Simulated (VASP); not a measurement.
# In2Sb (P6_3/mmc) in VASP: a series of runs, part 2 of 2

VASP 6.6.1.

## 3. Single point, PBEsol

INCAR reads:

```
PREC = Accurate
ENCUT = 520
EDIFF = 1E-6
ISMEAR = 0
SIGMA = 0.05
LREAL = False
LASPH = True
NELM = 60
ALGO = Normal
ISIF = 2
LWAVE = False
LCHARG = False
GGA = PS
NBANDS = 40
```

KPOINTS reads:

```
regular mesh
0
Gamma
  6 6 3
```

POSCAR reads:

```
In2Sb
1.0
    5.3799042018      0.0000000000      0.0000000000
   -2.6899521009      4.6591337087      0.0000000000
    0.0000000000      0.0000000000      6.7225520000
In Sb
4 2
Direct
    0.6666666667      0.3333333333      0.2500000000
    0.3333333333      0.6666666667      0.7500000000
    0.0000000000      0.0000000000      0.5000000000
    0.0000000000      0.0000000000      0.0000000000
    0.6666666667      0.3333333333      0.7500000000
    0.3333333333      0.6666666667      0.2500000000
```

Potentials or basis: VASP PAW PBE potentials, release 64 (In_d, Sb).

Run with:

```
$ cat potpaw_PBE.64/In_d/POTCAR potpaw_PBE.64/Sb/POTCAR > POTCAR
$ mpirun -np 1 vasp_std > vasp.out
```

OUTCAR:

```text
PREC = Accurate
   ENCUT = 520
   EDIFF = 1E-6
   ISMEAR = 0
   LREAL = False
   LASPH = True
   NELM = 60
   ISIF = 2
   GGA = PS

 ion  position               nearest neighbor table
   1  0.667  0.333  0.250-   6 3.11   6 3.11   6 3.11   5 3.36   5 3.36   3 3.53   4 3.53   3 3.53
                             4 3.53   3 3.53   4 3.53
   2  0.333  0.667  0.750-   5 3.11   5 3.11   5 3.11   6 3.36   6 3.36   3 3.53   4 3.53   4 3.53
                             3 3.53   4 3.53   3 3.53
   3  0.000  0.000  0.500-   4 3.36   4 3.36   1 3.53   5 3.53   6 3.53   2 3.53   1 3.53   5 3.53
                             2 3.53   6 3.53   1 3.53   5 3.53   2 3.53   6 3.53
   4  0.000  0.000  0.000-   3 3.36   3 3.36   1 3.53   5 3.53   6 3.53   2 3.53   1 3.53   5 3.53
                             2 3.53   6 3.53   1 3.53   5 3.53   2 3.53   6 3.53
   5  0.667  0.333  0.750-   2 3.11   2 3.11   2 3.11   1 3.36   1 3.36   3 3.53   4 3.53   3 3.53
                             4 3.53   3 3.53   4 3.53
   6  0.333  0.667  0.250-   1 3.11   1 3.11   1 3.11   2 3.36   2 3.36   3 3.53   4 3.53   4 3.53
                             3 3.53   4 3.53   3 3.53

  LATTYP: Found a hexagonal cell.
 ALAT       =     5.3799042018
 C/A-ratio  =     1.2495672317

  Lattice vectors:

 A1 = (   5.3799042018,   0.0000000000,   0.0000000000)
 A2 = (  -2.6899521009,   4.6591337087,   0.0000000000)
 A3 = (   0.0000000000,   0.0000000000,   6.7225520000)

Analysis of symmetry for initial positions (statically):
=====================================================================
 Subroutine PRICEL returns:
 Original cell was already a primitive cell.

 Routine SETGRP: Setting up the symmetry group for a
 hexagonal supercell.

 Subroutine GETGRP returns: Found 24 space group operations
 (whereof 12 operations were pure point group operations)
 out of a pool of 24 trial point group operations.

The static configuration has the point symmetry D_3d.
 The point group associated with its full space group is D_6h.

Analysis of symmetry for dynamics (positions and initial velocities):
=====================================================================
 Subroutine PRICEL returns:
 Original cell was already a primitive cell.

 Routine SETGRP: Setting up the symmetry group for a
 hexagonal supercell.

 Subroutine GETGRP returns: Found 24 space group operations
 (whereof 12 operations were pure point group operations)
 out of a pool of 24 trial point group operations.

The dynamic configuration has the point symmetry D_3d.
 The point group associated with its full space group is D_6h.

 Subroutine INISYM returns: Found 24 space group operations
 (whereof 12 operations are pure point group operations),
 and found     1 'primitive' translations

----------------------------------------------------------------------------------------

                                     Primitive cell

  volume of cell :     168.5054

  direct lattice vectors                    reciprocal lattice vectors
     5.379904202  0.000000000  0.000000000     0.185876916  0.107316087  0.000000000
    -2.689952101  4.659133709  0.000000000     0.000000000  0.214632175  0.000000000
     0.000000000  0.000000000  6.722552000     0.000000000  0.000000000  0.148753033

  length of vectors
     5.379904202  5.379904202  6.722552000     0.214632175  0.214632175  0.148753033

  position of ions in fractional coordinates (direct lattice)
     0.666666667  0.333333333  0.250000000
[... 53 lines left out ...]
  0.500000  0.000000  0.333333      6.000000
  0.166667  0.166667  0.333333     12.000000
  0.333333  0.166667  0.333333     24.000000
  0.333333  0.333333  0.333333      4.000000
   k-points           NKPTS =     14   k-points in BZ     NKDIM =     14   number of bands    NBANDS=     40
   number of dos      NEDOS =    301   number of ions     NIONS =      6
   total plane-waves  NPLWV =  80000
   dimension x,y,z NGX =    40 NGY =   40 NGZ =   50
   dimension x,y,z NGXF=    80 NGYF=   80 NGZF=  100
   ions per type =               4   2
   NGX,Y,Z   is equivalent  to a cutoff of  12.36, 12.36, 12.36 a.u.
   NGXF,Y,Z  is equivalent  to a cutoff of  24.72, 24.72, 24.73 a.u.
 SYSTEM =  unknown system
   PREC   = accura    normal or accurate (medium, high low for compatibility)
   ISTART =      0    job   : 0-new  1-cont  2-samecut
   ICHARG =      2    charge: 1-file 2-atom 10-const
   ISPIN  =      1    spin polarized calculation?
   LNONCOLLINEAR =      F non collinear calculations
   LSORBIT =      F    spin-orbit coupling
   LASPH  =      T    aspherical Exc in radial PAW
   ENCUT  =  520.0 eV  38.22 Ry    6.18 a.u.  10.00 10.00 12.50*2*pi/ulx,y,z
   NELM   =     60;   NELMIN=  2; NELMDL= -5     # of ELM steps
   EDIFF  = 0.1E-05   stopping-criterion for ELM
   LREAL  =      F    real-space projection
   EDIFFG = 0.1E-04   stopping-criterion for IOM
   NSW    =      0    number of steps for IOM
   IBRION =     -1    ionic relax: 0-MD 1-quasi-New 2-CG
   NFREE  =      0    steps in history (QN), initial steepest desc. (CG)
   ISIF   =      2    stress and relaxation
   ISYM   =      2    0-nonsym 1-usesym 2-fastsym
   POTIM  = 0.5000    time-step for ionic-motion
   TEBEG  =    0.0;   TEEND  =   0.0 temperature during run
   PSTRESS=    0.0 pullay stress
   NELECT =      62.0000    total number of electrons
   NUPDOWN=      -1.0000    fix difference up-down
   EMIN   =  10.00;   EMAX   =-10.00  energy-range for DOS
   EFERMI =   0.00;   METHOD = LEGACY
   ISMEAR =     0;   SIGMA  =   0.05  broadening in eV -4-tet -1-fermi 0-gaus
   EFERMI_NEDOS =   21; number of points for ismear=-14 and -15
   IALGO  =     38    algorithm
   IMIX   =      4    mixing-type and parameters
     AMIX     =   0.40;   BMIX     =  1.00
     AMIX_MAG =   1.60;   BMIX_MAG =  1.00
  volume/ion in A,a.u.               =      28.08       189.52
  Fermi-wavevector in a.u.,A,eV,Ry     =   1.173097  2.216833 18.723762  1.376158
  Thomas-Fermi vector in A             =   2.309516
   LORBIT       =      0    0 simple, 1 ext, 2 COOP (PROOUT), +10 PAW based schemes
   GGA     = PS    functional components
   LHFCALC =     F    Hartree Fock is set to
   AEXX    =    0.0000 exact exchange contribution
   IVDW    =     0    specifies the selected vdW correction
   LEPSILON=     F    determine dielectric tensor
   LRPA    =     F    only Hartree local field effects (RPA)
 non-spin polarized calculation
 Gauss-broadening in eV      SIGMA  =   0.05
  energy-cutoff  :      520.00
  volume of cell :      168.51
 maximum number of plane-waves:      4566
   NGX = 21   NGY = 21   NGZ = 25

 number of electron      62.0000005 magnetization

 Free energy of the ion-electron system (eV)
  ---------------------------------------------------
  ext. energy  EPLUGINS =         0.00000000
  ---------------------------------------------------
  free energy    TOTEN  =       -20.89492373 eV

  energy without entropy =      -20.88070517  energy(sigma->0) =      -20.88781445

 E-fermi :   7.0442     XC(G=0): -10.0765

 val. band max:        7.0403703737   @ k =   0.3333   0.1667   0.3333
 cond. band min:       7.0447187040   @ k =   0.1667   0.0000   0.0000
 fundamental gap:      0.0043483303
 Fermi energy:         7.0441996279

 k-point     1 :       0.0000    0.0000    0.0000
  band No.  band energies     occupation
      1      -7.6362      2.00000
      2      -7.6311      2.00000
      3      -7.6311      2.00000
      4      -7.5829      2.00000
      5      -7.5829      2.00000
      6      -7.5306      2.00000
[... 591 lines left out ...]
     39      11.9240      0.00000
     40      11.9240      0.00000

------------------------ aborting loop because EDIFF is reached ----------------------------------------

  FORCE on cell =-STRESS in cart. coord.  units (eV):
  Direction    XX          YY          ZZ          XY          YZ          ZX
  --------------------------------------------------------------------------------------
  -------------------------------------------------------------------------------------
  Total       -0.8309453     -0.8309453     -5.6820967      0.0000000      0.0000000      0.0000000
  in kB       -7.9007649     -7.9007649    -54.0263115      0.0000000      0.0000000      0.0000000
  external PRESSURE =     -23.2759471 kB  Pullay stress =       0.0000000 kB

 VOLUME and BASIS-vectors are now :
 -----------------------------------------------------------------------------
  energy-cutoff  :      520.00
  volume of cell :      168.51
      direct lattice vectors                 reciprocal lattice vectors
     5.379904202  0.000000000  0.000000000     0.185876916  0.107316087  0.000000000
    -2.689952101  4.659133709  0.000000000     0.000000000  0.214632175  0.000000000
     0.000000000  0.000000000  6.722552000     0.000000000  0.000000000  0.148753033

 POSITION                                       TOTAL-FORCE (eV/Angst)
 -----------------------------------------------------------------------------------
      2.68995      1.55304      1.68064        -0.000000      0.000000      0.000000
     -0.00000      3.10609      5.04191        -0.000000     -0.000000     -0.000000
      0.00000      0.00000      3.36128         0.000000      0.000000      0.000000
      0.00000      0.00000      0.00000         0.000000      0.000000      0.000000
      2.68995      1.55304      5.04191         0.000000     -0.000000      0.000000
     -0.00000      3.10609      1.68064        -0.000000      0.000000      0.000000
 -----------------------------------------------------------------------------------
    total drift:                               -0.000000     -0.000000      0.000000

  FREE ENERGIE OF THE ION-ELECTRON SYSTEM (eV)
  ---------------------------------------------------
  free  energy   TOTEN  =       -20.8949237338 eV

  energy  without entropy=      -20.8807051674  energy(sigma->0) =      -20.88781445
```

Run time: 94 s. Hardware: 1 thread of Intel Xeon 8259CL, shared host; peak memory 0.3 GiB.

Results:

* Free energy: -20.8949 eV
* Pressure: -2.3 GPa
* Band gap on the k mesh: zero (band 31 reaches 8.01 eV, above the bottom of band 32 at 6.38 eV)

Levels at points of the mesh, in eV from the Fermi level:
```
           k point  band 27  band 28  band 29  band 30  band 31  band 32  band 33  band 34  band 35  band 36
(0.00, 0.00, 0.00)    -2.45    -1.83    -1.83    -1.60    -0.58    -0.37    -0.37     0.03     0.53     2.08
(0.50, 0.00, 0.00)    -3.92    -3.64    -1.71    -1.67    -1.22     1.25     1.56     2.26     3.35     3.55
```

Caveat: the PAW data sets were made with another functional, which shifts forces and pressure a little; spin-orbit coupling is left out, which moves the levels of the heavy elements.

## 4. Single point, PBEsol

INCAR reads:

```
ALGO     = Normal         # electronic algorithm
EDIFF    = 1E-6           # SCF threshold, eV
ENCUT    = 520            # plane-wave cutoff, eV
GGA      = PS             # functional
ISIF     = 2              # what is computed and relaxed
ISMEAR   = 0              # smearing method
LASPH    = T              # aspherical terms in the spheres
LCHARG   = F              # write CHGCAR
LREAL    = F              # projectors in reciprocal space
LWAVE    = F              # write WAVECAR
NBANDS   = 40             # bands
NELM     = 60             # most SCF steps
PREC     = Accurate       # precision mode
SIGMA    = 0.1            # smearing width, eV
```

KPOINTS reads:

```
k-points
0
Gamma
  6 6 3
```

POSCAR is that of step 3.

Run with:

```
$ cat potpaw_PBE.64/In_d/POTCAR potpaw_PBE.64/Sb/POTCAR > POTCAR
$ mpirun -np 1 vasp_std > vasp.out
```

Run time: 1.7 min. Hardware: 1 thread of Intel Xeon 8259CL, shared host; peak memory 0.3 GiB.

Results (log left out):

* Free energy: -20.9114 eV
* Pressure: -2.3 GPa
* Band gap on the k mesh: zero (band 31 reaches 8.01 eV, above the bottom of band 32 at 6.38 eV)

Stress tensor (GPa, compression positive):
```
-0.97  0.00  0.00
 0.00 -0.97  0.00
 0.00  0.00 -5.10
```

Levels at points of the mesh, in eV from the Fermi level:
```
           k point  band 29  band 30  band 31  band 32  band 33  band 34
(0.00, 0.00, 0.00)    -1.83    -1.60    -0.57    -0.37    -0.37     0.03
(0.50, 0.00, 0.00)    -1.71    -1.67    -1.22     1.25     1.56     2.26
```

Caveat: the PAW data sets were made with another functional, which shifts forces and pressure a little; spin-orbit coupling is left out, which moves the levels of the heavy elements.

## 5. Single point, PBEsol

INCAR reads:

```
SYSTEM = In2Sb
PREC = Accurate
ENCUT = 520
EDIFF = 1E-6
ISMEAR = 0
SIGMA = 0.2
LREAL = .False.
LASPH = .True.
NELM = 100
ALGO = Normal
ISIF = 2
LWAVE = .False.
LCHARG = .False.
GGA = PS
NBANDS = 40
```

KPOINTS reads:

```
Automatic mesh
0
Gamma
  6 6 3
  0 0 0
```

POSCAR is that of step 4.

Potentials or basis: VASP PAW PBE potentials, release 64 (In_d, Sb).

Run with:

```
$ cat potpaw_PBE.64/In_d/POTCAR potpaw_PBE.64/Sb/POTCAR > POTCAR
$ mpirun -np 1 vasp_std > vasp.out
```

OUTCAR:

```text
SYSTEM = In2Sb
   PREC = Accurate
   ENCUT = 520
   EDIFF = 1E-6
   ISMEAR = 0
   LREAL = .False.
   LASPH = .True.
   NELM = 100
   ISIF = 2
   GGA = PS

 ion  position               nearest neighbor table
   1  0.667  0.333  0.250-   6 3.11   6 3.11   6 3.11   5 3.36   5 3.36   3 3.53   4 3.53   3 3.53
                             4 3.53   3 3.53   4 3.53
   2  0.333  0.667  0.750-   5 3.11   5 3.11   5 3.11   6 3.36   6 3.36   3 3.53   4 3.53   4 3.53
                             3 3.53   4 3.53   3 3.53
   3  0.000  0.000  0.500-   4 3.36   4 3.36   1 3.53   5 3.53   6 3.53   2 3.53   1 3.53   5 3.53
                             2 3.53   6 3.53   1 3.53   5 3.53   2 3.53   6 3.53
   4  0.000  0.000  0.000-   3 3.36   3 3.36   1 3.53   5 3.53   6 3.53   2 3.53   1 3.53   5 3.53
                             2 3.53   6 3.53   1 3.53   5 3.53   2 3.53   6 3.53
   5  0.667  0.333  0.750-   2 3.11   2 3.11   2 3.11   1 3.36   1 3.36   3 3.53   4 3.53   3 3.53
                             4 3.53   3 3.53   4 3.53
   6  0.333  0.667  0.250-   1 3.11   1 3.11   1 3.11   2 3.36   2 3.36   3 3.53   4 3.53   4 3.53
                             3 3.53   4 3.53   3 3.53

  LATTYP: Found a hexagonal cell.
 ALAT       =     5.3799042018
 C/A-ratio  =     1.2495672317

  Lattice vectors:
[... 183 lines left out ...]
 Fermi energy:         7.0360754482

 k-point     1 :       0.0000    0.0000    0.0000
  band No.  band energies     occupation
      1      -7.6403      2.00000
      2      -7.6357      2.00000
      3      -7.6357      2.00000
      4      -7.5896      2.00000
      5      -7.5896      2.00000
      6      -7.5397      2.00000
[... 591 lines left out ...]
     39      11.9234      0.00000
     40      11.9234      0.00000

------------------------ aborting loop because EDIFF is reached ----------------------------------------

  FORCE on cell =-STRESS in cart. coord.  units (eV):
  Direction    XX          YY          ZZ          XY          YZ          ZX
  --------------------------------------------------------------------------------------
  -------------------------------------------------------------------------------------
  Total       -1.3090539     -1.3090539     -5.0114024      0.0000000     -0.0000000      0.0000000
  in kB      -12.4467004    -12.4467004    -47.6492397      0.0000000     -0.0000000      0.0000000
  external PRESSURE =     -24.1808801 kB  Pullay stress =       0.0000000 kB

 VOLUME and BASIS-vectors are now :
 -----------------------------------------------------------------------------
  energy-cutoff  :      520.00
  volume of cell :      168.51
      direct lattice vectors                 reciprocal lattice vectors
     5.379904202  0.000000000  0.000000000     0.185876916  0.107316087  0.000000000
    -2.689952101  4.659133709  0.000000000     0.000000000  0.214632175  0.000000000
     0.000000000  0.000000000  6.722552000     0.000000000  0.000000000  0.148753033

 POSITION                                       TOTAL-FORCE (eV/Angst)
 -----------------------------------------------------------------------------------
      2.68995      1.55304      1.68064        -0.000000      0.000000      0.000000
     -0.00000      3.10609      5.04191         0.000000      0.000000     -0.000000
      0.00000      0.00000      3.36128        -0.000000     -0.000000      0.000000
      0.00000      0.00000      0.00000        -0.000000     -0.000000      0.000000
      2.68995      1.55304      5.04191         0.000000     -0.000000      0.000000
     -0.00000      3.10609      1.68064        -0.000000      0.000000      0.000000
 -----------------------------------------------------------------------------------
    total drift:                               -0.000000     -0.000000     -0.000000

  FREE ENERGIE OF THE ION-ELECTRON SYSTEM (eV)
  ---------------------------------------------------
  free  energy   TOTEN  =       -20.9559261332 eV

  energy  without entropy=      -20.8550474190  energy(sigma->0) =      -20.90548678
```

OSZICAR:

```text
N       E                     dE             d eps       ncg     rms          rms(c)
DAV:   1     0.581386388093E+03    0.58139E+03   -0.27725E+04  1128   0.183E+03
DAV:   2     0.416317788958E+02   -0.53975E+03   -0.52798E+03  1136   0.470E+02
DAV:   3    -0.184077588378E+02   -0.60040E+02   -0.58187E+02  1304   0.176E+02
DAV:   4    -0.210495788817E+02   -0.26418E+01   -0.26248E+01  1368   0.387E+01
DAV:   5    -0.211877971466E+02   -0.13822E+00   -0.13819E+00  1792   0.746E+00    0.473E+00
DAV:   6    -0.209829210189E+02    0.20488E+00   -0.42629E-01  1496   0.701E+00    0.245E+00
DAV:   7    -0.209600338410E+02    0.22887E-01   -0.13853E-01  1440   0.281E+00    0.706E-01
DAV:   8    -0.209561758062E+02    0.38580E-02   -0.13733E-02  1448   0.110E+00    0.336E-01
DAV:   9    -0.209559393439E+02    0.23646E-03   -0.19889E-03  1544   0.425E-01    0.105E-01
DAV:  10    -0.209559261708E+02    0.13173E-04   -0.16939E-04  1760   0.199E-01    0.578E-02
DAV:  11    -0.209559286362E+02   -0.24654E-05   -0.64066E-05  1496   0.819E-02    0.251E-02
DAV:  12    -0.209559264766E+02    0.21596E-05   -0.15815E-05  1400   0.538E-02    0.931E-03
DAV:  13    -0.209559261332E+02    0.34339E-06   -0.11825E-06   680   0.209E-02
   1 F= -.20955926E+02 E0= -.20905487E+02  d E =-.100879E+00
```

Wall time 1.8 min (1 thread of Intel Xeon 8259CL, shared host); peak memory 0.3 GiB.

Results:

```yaml
Free_energy: -20.9559 eV
Pressure: -2.4 GPa
Band_gap_on_the_k_mesh: zero (band 31 reaches 8.01 eV, above the bottom of band 32 at 6.38 eV)
```

Levels at points of the mesh, in eV from the Fermi level:
```tsv
k point	band 27	band 28	band 29	band 30	band 31	band 32	band 33	band 34	band 35	band 36
(0.00, 0.00, 0.00)	-2.45	-1.83	-1.83	-1.59	-0.57	-0.37	-0.37	0.04	0.54	2.08
(0.50, 0.00, 0.00)	-3.92	-3.63	-1.70	-1.66	-1.21	1.26	1.56	2.27	3.36	3.56
```

Caveat: the PAW data sets were made with another functional, which shifts forces and pressure a little; spin-orbit coupling is left out, which moves the levels of the heavy elements.

## 6. Summary

| smearing | gap on the mesh (eV) | pressure (GPa) |
| --- | --- | --- |
| gaussian 0.01 eV | none | -2.2 |
| gaussian 0.05 eV | none | -2.3 |
| gaussian 0.1 eV | none | -2.3 |
| gaussian 0.2 eV | none | -2.4 |

Alike in all rows: task single point; level PBEsol; potentials or basis VASP PAW PBE potentials, release 64 (In_d, Sb); no spin polarisation; cell as given; k mesh 6 × 6 × 3; cutoff (eV) 520.

Every run on the cell as given and a fine mesh finds a metal.

Caveats: the PAW data sets were made with another functional, which shifts forces and pressure a little; spin-orbit coupling is left out, which moves the levels of the heavy elements.

Total energies depend on the potentials used, so only differences within one code and one set of settings carry meaning.
